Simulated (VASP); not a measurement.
# SnSe (Fm-3m) in VASP: further runs

Runs on SnSe. Level: PBE. Tasks: single point.

Everything below comes from runs of VASP 6.6.1. Logs are shortened: lines on timing, memory, paths and dates and some standing lists are left out, and cuts for length are marked.

## 1. The cell of the first run

Symmetry: Fm-3m, No. 225, cubic system. The conventional cell has a = 5.933 Å, b = 5.933 Å, c = 5.933 Å, α = 90.00°, β = 90.00°, γ = 90.00°. Within 3.9 Å of Sn (site symmetry m-3m) lie 6 Se at 2.97 Å. Within 3.9 Å of Se (site symmetry m-3m) lie 6 Sn at 2.97 Å.

## 2. Single point, PBE (volume changed by -6%)

File INCAR:

```
PREC     = Accurate       # precision mode
ENCUT    = 520            # plane-wave cutoff, eV
EDIFF    = 1E-7           # SCF threshold, eV
ISMEAR   = -1             # smearing method
SIGMA    = 0.02           # smearing width, eV
LREAL    = F              # projectors in reciprocal space
LASPH    = T              # aspherical terms in the spheres
NELM     = 60             # most SCF steps
ALGO     = Normal         # electronic algorithm
ISIF     = 2              # what is computed and relaxed
LWAVE    = F              # write WAVECAR
LCHARG   = F              # write CHGCAR
GGA      = PE             # functional
NBANDS   = 17             # bands
```

File KPOINTS:

```
regular mesh
0
Gamma
  6 6 6
```

File POSCAR:

```
SnSe
1.0
    0.0000000000      2.9663292014      2.9663292014
    2.9663292014      0.0000000000      2.9663292014
    2.9663292014      2.9663292014      0.0000000000
Sn Se
1 1
Direct
    0.0000000000      0.0000000000      0.0000000000
    0.5000000000      0.5000000000      0.5000000000
```

Potentials or basis: VASP PAW PBE potentials, release 64 (Sn_d, Se).

On the command line:

```sh
$ cat potpaw_PBE.64/Sn_d/POTCAR potpaw_PBE.64/Se/POTCAR > POTCAR
$ mpirun -np 1 vasp_std > vasp.out
```

OUTCAR:

```text
PREC = Accurate
   ENCUT = 520
   EDIFF = 1E-7
   ISMEAR = -1
   LREAL = F
   LASPH = T
   NELM = 60
   ISIF = 2
   GGA = PE

 ion  position               nearest neighbor table
   1  0.000  0.000  0.000-   2 2.97   2 2.97   2 2.97   2 2.97   2 2.97   2 2.97
   2  0.500  0.500  0.500-   1 2.97   1 2.97   1 2.97   1 2.97   1 2.97   1 2.97

  LATTYP: Found a face centered cubic cell.
 ALAT       =     5.9326584028

  Lattice vectors:

 A1 = (   0.0000000000,   2.9663292014,   2.9663292014)
 A2 = (   2.9663292014,   0.0000000000,   2.9663292014)
 A3 = (   2.9663292014,   2.9663292014,   0.0000000000)

Analysis of symmetry for initial positions (statically):
[... 5 lines left out ...]
 face centered cubic supercell.

 Subroutine GETGRP returns: Found 48 space group operations
 (whereof 48 operations were pure point group operations)
 out of a pool of 48 trial point group operations.

The static configuration has the point symmetry O_h .

Analysis of symmetry for dynamics (positions and initial velocities):
[... 5 lines left out ...]
 face centered cubic supercell.

 Subroutine GETGRP returns: Found 48 space group operations
 (whereof 48 operations were pure point group operations)
 out of a pool of 48 trial point group operations.

The dynamic configuration has the point symmetry O_h .

 Subroutine INISYM returns: Found 48 space group operations
 (whereof 48 operations are pure point group operations),
 and found     1 'primitive' translations

----------------------------------------------------------------------------------------

                                     Primitive cell

  volume of cell :      52.2021

  direct lattice vectors                    reciprocal lattice vectors
     0.000000000  2.966329201  2.966329201    -0.168558500  0.168558500  0.168558500
     2.966329201  0.000000000  2.966329201     0.168558500 -0.168558500  0.168558500
     2.966329201  2.966329201  0.000000000     0.168558500  0.168558500 -0.168558500

  length of vectors
     4.195022987  4.195022987  4.195022987     0.291951886  0.291951886  0.291951886

  position of ions in fractional coordinates (direct lattice)
     0.000000000  0.000000000  0.000000000
     0.500000000  0.500000000  0.500000000

  ion indices of the primitive-cell ions
   primitive index   ion index
                 1           1
                 2           2

----------------------------------------------------------------------------------------

 KPOINTS: regular mesh

Automatic generation of k-mesh.
 Grid dimensions read from file:
 generate k-points for:    6    6    6

 Generating k-lattice:

  Cartesian coordinates                     Fractional coordinates (reciprocal lattice)
    -0.028093083  0.028093083  0.028093083     0.166666667  0.000000000  0.000000000
     0.028093083 -0.028093083  0.028093083     0.000000000  0.166666667  0.000000000
     0.028093083  0.028093083 -0.028093083     0.000000000  0.000000000  0.166666667

  Length of vectors
     0.048658648  0.048658648  0.048658648

  Shift w.r.t. Gamma in fractional coordinates (k-lattice)
     0.000000000  0.000000000  0.000000000

 Subroutine IBZKPT returns following result:
 ===========================================

 Found     16 irreducible k-points:

 Following reciprocal coordinates:
            Coordinates               Weight
  0.000000  0.000000  0.000000      1.000000
  0.166667  0.000000  0.000000      8.000000
  0.333333  0.000000  0.000000      8.000000
  0.500000  0.000000  0.000000      4.000000
  0.166667  0.166667  0.000000      6.000000
  0.333333  0.166667  0.000000     24.000000
[... 8 lines left out ...]
 -0.333333  0.333333  0.166667     24.000000
 -0.333333  0.500000  0.166667     12.000000
   k-points           NKPTS =     16   k-points in BZ     NKDIM =     16   number of bands    NBANDS=     17
   number of dos      NEDOS =    301   number of ions     NIONS =      2
   total plane-waves  NPLWV =  32768
   dimension x,y,z NGX =    32 NGY =   32 NGZ =   32
   dimension x,y,z NGXF=    64 NGYF=   64 NGZF=   64
   ions per type =               1   1
   NGX,Y,Z   is equivalent  to a cutoff of  12.68, 12.68, 12.68 a.u.
   NGXF,Y,Z  is equivalent  to a cutoff of  25.36, 25.36, 25.36 a.u.
 SYSTEM =  unknown system
   PREC   = accura    normal or accurate (medium, high low for compatibility)
   ISTART =      0    job   : 0-new  1-cont  2-samecut
   ICHARG =      2    charge: 1-file 2-atom 10-const
   ISPIN  =      1    spin polarized calculation?
   LNONCOLLINEAR =      F non collinear calculations
   LSORBIT =      F    spin-orbit coupling
   LASPH  =      T    aspherical Exc in radial PAW
   ENCUT  =  520.0 eV  38.22 Ry    6.18 a.u.   7.80  7.80  7.80*2*pi/ulx,y,z
   NELM   =     60;   NELMIN=  2; NELMDL= -5     # of ELM steps
   EDIFF  = 0.1E-06   stopping-criterion for ELM
   LREAL  =      F    real-space projection
   EDIFFG = 0.1E-05   stopping-criterion for IOM
   NSW    =      0    number of steps for IOM
[... 115 lines left out ...]
      4     -15.5139      2.00000
      5     -15.5110      2.00000
      6      -7.4217      2.00000
[... 9 lines left out ...]
     16      15.1677      0.00000
     17      16.8537      0.00000

 k-point     7 :       0.5000    0.1667    0.0000
  band No.  band energies     occupation
      1     -15.5393      2.00000
      2     -15.5287      2.00000
      3     -15.5203      2.00000
      4     -15.5115      2.00000
      5     -15.5074      2.00000
      6      -7.0084      2.00000
[... 9 lines left out ...]
     16      16.5249      0.00000
     17      16.9604      0.00000

 k-point     8 :      -0.3333    0.1667    0.0000
  band No.  band energies     occupation
      1     -15.5352      2.00000
      2     -15.5306      2.00000
      3     -15.5191      2.00000
      4     -15.5115      2.00000
      5     -15.5112      2.00000
      6      -7.1160      2.00000
[... 9 lines left out ...]
     16      15.6250      0.00000
     17      17.2932      0.00000

 k-point     9 :      -0.1667    0.1667    0.0000
  band No.  band energies     occupation
      1     -15.5290      2.00000
      2     -15.5289      2.00000
      3     -15.5221      2.00000
      4     -15.5182      2.00000
      5     -15.5137      2.00000
      6      -7.5889      2.00000
[... 9 lines left out ...]
     16      14.7546      0.00000
     17      15.4727      0.00000

 k-point    10 :       0.3333    0.3333    0.0000
  band No.  band energies     occupation
      1     -15.5487      2.00000
      2     -15.5297      2.00000
      3     -15.5172      2.00000
      4     -15.5081      2.00000
      5     -15.5081      2.00000
      6      -7.1657      2.00000
[... 9 lines left out ...]
     16      16.9676      0.00000
     17      17.1369      0.00000

 k-point    11 :       0.5000    0.3333    0.0000
  band No.  band energies     occupation
      1     -15.5526      2.00000
      2     -15.5276      2.00000
      3     -15.5190      2.00000
      4     -15.5065      2.00000
      5     -15.5048      2.00000
      6      -6.8493      2.00000
[... 9 lines left out ...]
     16      17.2937      0.00000
     17      17.6487      0.00000

 k-point    12 :      -0.3333    0.3333    0.0000
  band No.  band energies     occupation
      1     -15.5454      2.00000
      2     -15.5246      2.00000
      3     -15.5193      2.00000
      4     -15.5116      2.00000
      5     -15.5076      2.00000
      6      -6.8222      2.00000
[... 9 lines left out ...]
     16      15.2592      0.00000
     17      17.8462      0.00000

 k-point    13 :       0.5000    0.5000    0.0000
  band No.  band energies     occupation
      1     -15.5600      2.00000
      2     -15.5317      2.00000
      3     -15.5149      2.00000
      4     -15.5027      2.00000
      5     -15.5027      2.00000
      6      -6.7585      2.00000
[... 9 lines left out ...]
     16      18.1123      0.00000
     17      18.8135      0.00000

 k-point    14 :       0.5000    0.3333    0.1667
  band No.  band energies     occupation
      1     -15.5430      2.00000
      2     -15.5243      2.00000
      3     -15.5234      2.00000
      4     -15.5102      2.00000
      5     -15.5083      2.00000
      6      -7.0423      2.00000
[... 9 lines left out ...]
     16      16.1457      0.00000
     17      16.7228      0.00000

 k-point    15 :      -0.3333    0.3333    0.1667
  band No.  band energies     occupation
      1     -15.5448      2.00000
      2     -15.5257      2.00000
      3     -15.5172      2.00000
      4     -15.5155      2.00000
      5     -15.5053      2.00000
      6      -6.8221      2.00000
[... 9 lines left out ...]
     16      17.6092      0.00000
     17      17.6956      0.00000

 k-point    16 :      -0.3333    0.5000    0.1667
  band No.  band energies     occupation
      1     -15.5521      2.00000
      2     -15.5247      2.00000
      3     -15.5204      2.00000
      4     -15.5101      2.00000
      5     -15.5027      2.00000
      6      -6.7360      2.00000
[... 9 lines left out ...]
     16      17.4814      0.00000
     17      18.9064      0.00000

------------------------ aborting loop because EDIFF is reached ----------------------------------------

  FORCE on cell =-STRESS in cart. coord.  units (eV):
  Direction    XX          YY          ZZ          XY          YZ          ZX
  --------------------------------------------------------------------------------------
  -------------------------------------------------------------------------------------
  Total        1.0113604      1.0113604      1.0113604      0.0000000      0.0000000     -0.0000000
  in kB       31.0404849     31.0404849     31.0404849      0.0000000      0.0000000     -0.0000000
  external PRESSURE =      31.0404849 kB  Pullay stress =       0.0000000 kB

 VOLUME and BASIS-vectors are now :
 -----------------------------------------------------------------------------
  energy-cutoff  :      520.00
  volume of cell :       52.20
      direct lattice vectors                 reciprocal lattice vectors
     0.000000000  2.966329201  2.966329201    -0.168558500  0.168558500  0.168558500
     2.966329201  0.000000000  2.966329201     0.168558500 -0.168558500  0.168558500
     2.966329201  2.966329201  0.000000000     0.168558500  0.168558500 -0.168558500

 POSITION                                       TOTAL-FORCE (eV/Angst)
 -----------------------------------------------------------------------------------
      0.00000      0.00000      0.00000         0.000000     -0.000000     -0.000000
      2.96633      2.96633      2.96633        -0.000000      0.000000      0.000000
 -----------------------------------------------------------------------------------
    total drift:                                0.000000     -0.000000     -0.000000

  FREE ENERGIE OF THE ION-ELECTRON SYSTEM (eV)
  ---------------------------------------------------
  free  energy   TOTEN  =        -8.2086414323 eV

  energy  without entropy=       -8.2086414322  energy(sigma->0) =       -8.20864143
```

Run time: 8.2 s. Hardware: 1 thread of Intel Xeon 6975P-C, shared host; peak memory 0.18 GiB.

Results:

| Item | Value |
| --- | --- |
| Free energy | -8.2086 eV |
| Pressure | 3.1 GPa |
| Band gap on the k mesh | 0.78 eV, direct |

Levels at points of the mesh, in eV from the valence-band top:
| k point | band 7 | band 8 | band 9 | band 10 | band 11 | band 12 | band 13 | band 14 |
| --- | --- | --- | --- | --- | --- | --- | --- | --- |
| (0.00, 0.00, 0.00) | -4.89 | -2.29 | -2.29 | -2.29 | 4.52 | 4.52 | 4.52 | 5.85 |
| (0.50, 0.00, 0.00) | -8.24 | -2.04 | -2.04 | 0.00 | 0.78 | 1.26 | 1.26 | 8.40 |
| (0.50, 0.50, 0.00) | -5.98 | -5.74 | -3.82 | -3.82 | 2.91 | 5.63 | 5.63 | 6.28 |

Caveat: the cell differs from its parent crystal (volume changed by -6%); spin-orbit coupling is left out, which moves the levels of the heavy elements. A k mesh can miss the band edges.

## 3. Single point, PBE (volume changed by -3%)

File INCAR:

```
SYSTEM = SnSe
ALGO     = Normal         ! electronic algorithm
EDIFF    = 1E-6           ! SCF threshold, eV
ENCUT    = 520            ! plane-wave cutoff, eV
GGA      = PE             ! functional
ISIF     = 2              ! what is computed and relaxed
ISMEAR   = -1             ! smearing method
LASPH    = .True.         ! aspherical terms in the spheres
LCHARG   = .True.         ! write CHGCAR
LELF     = .True.         ! ELF
LREAL    = .False.        ! projectors in reciprocal space
LVHAR    = .True.       
LWAVE    = .False.        ! write WAVECAR
NBANDS   = 17             ! bands
NELM     = 80             ! most SCF steps
PREC     = Accurate       ! precision mode
SIGMA    = 0.02           ! smearing width, eV
```

File KPOINTS:

```
k-points
0
Gamma
  6 6 6
  0 0 0
```

File POSCAR:

```
SnSe
1.0
    0.0000000000      2.9975560141      2.9975560141
    2.9975560141      0.0000000000      2.9975560141
    2.9975560141      2.9975560141      0.0000000000
Sn Se
1 1
Direct
    0.0000000000      0.0000000000      0.0000000000
    0.5000000000      0.5000000000      0.5000000000
```

Potentials or basis: VASP PAW PBE potentials, release 64 (Sn_d, Se).

On the command line:

```sh
$ cat potpaw_PBE.64/Sn_d/POTCAR potpaw_PBE.64/Se/POTCAR > POTCAR
$ mpirun -np 1 vasp_std > vasp.out
```

Run time: 7.4 s. Hardware: 1 thread of Intel Xeon 6975P-C, shared host; peak memory 0.18 GiB.

It converged, with:

```
Free energy            : -8.2315 eV
Pressure               : 1.2 GPa
Band gap on the k mesh : 0.63 eV, direct
```

Levels at points of the mesh, in eV from the valence-band top:
```tsv
k point	band 8	band 9	band 10	band 11	band 12	band 13
(0.00, 0.00, 0.00)	-2.22	-2.22	-2.22	4.38	4.38	4.38
(0.50, 0.00, 0.00)	-1.97	-1.97	0.00	0.63	1.26	1.26
(0.50, 0.50, 0.00)	-5.54	-3.69	-3.69	3.00	5.43	5.43
```

Caveat: the cell differs from its parent crystal (volume changed by -3%); spin-orbit coupling is left out, which moves the levels of the heavy elements.

## 4. Single point, PBE

This run uses another cell than the first one, of 27.77 Å³/atom, 1.064 times its volume.

File INCAR:

```
  ALGO = Normal
  EDIFF = 1E-7
  ENCUT = 520
  GGA = PE
  ISIF = 2
  ISMEAR = -1
  LASPH = True
  LCHARG = False
  LREAL = False
  LWAVE = False
  NBANDS = 17
  NELM = 60
  PREC = Accurate
  SIGMA = 0.02
```

File KPOINTS:

```
k-points
0
Gamma
  6 6 6
```

File POSCAR:

```
SnSe
1.0
    0.0000000000      3.0281454331      3.0281454331
    3.0281454331      0.0000000000      3.0281454331
    3.0281454331      3.0281454331      0.0000000000
Sn Se
1 1
Direct
    0.0000000000      0.0000000000      0.0000000000
    0.5000000000      0.5000000000      0.5000000000
```

On the command line:

```sh
$ cat potpaw_PBE.64/Sn_d/POTCAR potpaw_PBE.64/Se/POTCAR > POTCAR
$ mpirun -np 1 vasp_std > vasp.out
```

It took 7.9 s on 1 thread of Intel Xeon 6975P-C, shared host; peak memory 0.18 GiB.

The run converged. Its results:

```yaml
Free_energy: -8.2367 eV
Pressure: -0.3 GPa
Band_gap_on_the_k_mesh: 0.50 eV, direct
```

Levels at points of the mesh, in eV from the valence-band top:
| k point | band 6 | band 7 | band 8 | band 9 | band 10 | band 11 | band 12 | band 13 | band 14 | band 15 |
| --- | --- | --- | --- | --- | --- | --- | --- | --- | --- | --- |
| (0.00, 0.00, 0.00) | -13.76 | -5.13 | -2.15 | -2.15 | -2.15 | 4.24 | 4.24 | 4.24 | 5.88 | 5.88 |
| (0.50, 0.00, 0.00) | -12.88 | -7.96 | -1.91 | -1.91 | 0.00 | 0.50 | 1.26 | 1.26 | 8.19 | 10.04 |
| (0.50, 0.50, 0.00) | -12.62 | -6.01 | -5.35 | -3.56 | -3.56 | 3.08 | 5.24 | 5.24 | 5.84 | 10.38 |

Caveat: spin-orbit coupling is left out, which moves the levels of the heavy elements.

## 5. Single point, PBE (volume changed by +3%)

File INCAR:

```
SYSTEM = SnSe
PREC = Accurate
ENCUT = 520
EDIFF = 1E-6
ISMEAR = -1
SIGMA = 0.02
LREAL = .False.
LASPH = .True.
NELM = 60
ALGO = Normal
ISIF = 2
LWAVE = .False.
LCHARG = .True.
GGA = PE
LELF = .True.
LVHAR = .True.
NBANDS = 17
```

File KPOINTS:

```
Automatic mesh
0
Gamma
  6 6 6
  0 0 0
```

File POSCAR:

```
SnSe
1.0
    0.0000000000      3.0581290210      3.0581290210
    3.0581290210      0.0000000000      3.0581290210
    3.0581290210      3.0581290210      0.0000000000
Sn Se
1 1
Direct
    0.0000000000      0.0000000000      0.0000000000
    0.5000000000      0.5000000000      0.5000000000
```

On the command line:

```sh
$ cat potpaw_PBE.64/Sn_d/POTCAR potpaw_PBE.64/Se/POTCAR > POTCAR
$ mpirun -np 1 vasp_std > vasp.out
```

Run time: 7.1 s. Hardware: 1 thread of Intel Xeon 6975P-C, shared host; peak memory 0.18 GiB.

Results (log left out):

```yaml
Free_energy: -8.2268 eV
Pressure: -1.6 GPa
Band_gap_on_the_k_mesh: 0.38 eV, direct
```

Levels at points of the mesh, in eV from the valence-band top:
```tsv
k point	band 7	band 8	band 9	band 10	band 11	band 12	band 13	band 14
(0.00, 0.00, 0.00)	-5.24	-2.09	-2.09	-2.09	4.11	4.11	4.11	5.90
(0.50, 0.00, 0.00)	-7.84	-1.86	-1.86	0.00	0.38	1.25	1.25	8.09
(0.50, 0.50, 0.00)	-6.03	-5.17	-3.45	-3.45	3.16	5.06	5.06	5.63
```

Caveat: the cell differs from its parent crystal (volume changed by +3%); spin-orbit coupling is left out, which moves the levels of the heavy elements. A k mesh can miss the band edges.

## 6. Summary

```csv
cell,gap on the mesh (eV),pressure (GPa)
"a = 4.195 Å, angles 60.0°, 2 atoms",0.78,3.1
"a = 4.239 Å, angles 60.0°, 2 atoms",0.63,1.2
"a = 4.282 Å, angles 60.0°, 2 atoms",0.50,-0.3
"a = 4.325 Å, angles 60.0°, 2 atoms",0.38,-1.6
```

Alike in all rows: task single point; level PBE; potentials or basis VASP PAW PBE potentials, release 64 (Sn_d, Se); no spin polarisation; k mesh 6 × 6 × 6; cutoff (eV) 520; smearing fermi-dirac 0.02 eV.

Caveats: spin-orbit coupling is left out, which moves the levels of the heavy elements.

Absolute energies hang on the potentials; compare differences alone.
